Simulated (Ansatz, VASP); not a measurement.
Two plane-wave programs on VCuS2

File INCAR:

```
PREC = Accurate
ENCUT = 520
EDIFF = 1E-7
ISMEAR = 0
SIGMA = 0.05
LREAL = False
LASPH = True
NELM = 150
ALGO = Normal
ISIF = 2
LWAVE = False
LCHARG = False
ISPIN = 2
MAGMOM = 0 2 0 0
LORBIT = 11
LMAXMIX = 4
LDAU = True
LDAUTYPE = 1
LDAUL = -1 2 -1
LDAUU = 0 7 0
LDAUJ = 0 0.9 0
LDAUPRINT = 1
GGA = PE
NBANDS = 30
```

Contents of KPOINTS:

```
regular mesh
0
Gamma
  6 6 6
```

Contents of POSCAR:

```
VCuS2
1.0
    1.7937081300      1.0355978700      6.5118449900
   -1.7937081300      1.0355978700      6.5118449900
    0.0000000000     -2.0711957400      6.5118449900
Cu V S
1 1 2
Direct
    0.5000000000      0.5000000000      0.5000000000
    0.0000000000      0.0000000000      0.0000000000
    0.2667000000      0.2667000000      0.2667000000
    0.7333000000      0.7333000000      0.7333000000
```

Input for Ansatz:

```yaml
crystal:
  lattice:
    - [1.79370813, 1.03559787, 6.51184499]
    - [-1.79370813, 1.03559787, 6.51184499]
    - [0.0, -2.07119574, 6.51184499]
  atoms:
    - { symbol: Cu, position: [0.5, 0.5, 0.5] }
    - { symbol: V, position: [0.0, 0.0, 0.0], spin: 2.0 }
    - { symbol: S, position: [0.2667, 0.2667, 0.2667] }
    - { symbol: S, position: [0.7333, 0.7333, 0.7333] }
basis:
  ecutwfc: 420
  ecutrho_ratio: 4
kpoints:
  mp_grid: { grid: [6, 6, 6] }
hamiltonian:
  xc: pbe
  hubbard: { sites: [{ site: 1, l: d, u: 7.0, j: 0.9 }] }
scf:
  occupations: { method: gaussian, width: 0.05 }
  lower_state_search: "off"
  max_iter: 150
output:
  forces: true
  stress: true
  eigenvalues: true
  populations: true
  hubbard: { sites: [{ site: 1, l: d }] }
magnetization:
  spin_polarized: true
```

Alike in both runs: task single point; functional PBE; k mesh 6 × 6 × 6; occupations gaussian, width 0.05 eV; collinear spin; Hubbard terms V d U = 7.0 eV, J = 0.9 eV.

|  | VASP | Ansatz |
| --- | --- | --- |
| version | VASP 6.6.1 | Ansatz 0.2.0 |
| potentials or method | VASP PAW PBE potentials, release 64 (Cu, V_sv, S), cutoff 520 eV | scalar-relativistic, plane waves, PAW |
| valence electrons in the cell | 36 | 44 |

|  | VASP | Ansatz | Ansatz less VASP |
| --- | --- | --- | --- |
| pressure (GPa) | 1.3 | 2.8 | +1.46 |
| traceless stress, the component that is largest in VASP (GPa) | -3.72 | -5.82 | -2.101 |
| rms of the force components (eV/Å) | 0.749 | 1.070 | +0.3217 |
| net moment per atom (μB) | 0.50 | 0.55 | +0.049 |
| size of the moment on the site where the two differ most (μB) | 1.91 | 2.34 | +0.432 |

Site moments also hang on the region over which each program counts them. The programs project onto different local orbitals, so the same U acts differently, and such runs can settle in different states. Atom by atom the forces differ by 0.322 eV/Å (rms over components). VASP's potentials hold 36 valence electrons a cell and Ansatz's 44, so a difference there can come from the potentials and not from the codes. Ansatz's warnings: filled band counts differ across k points.
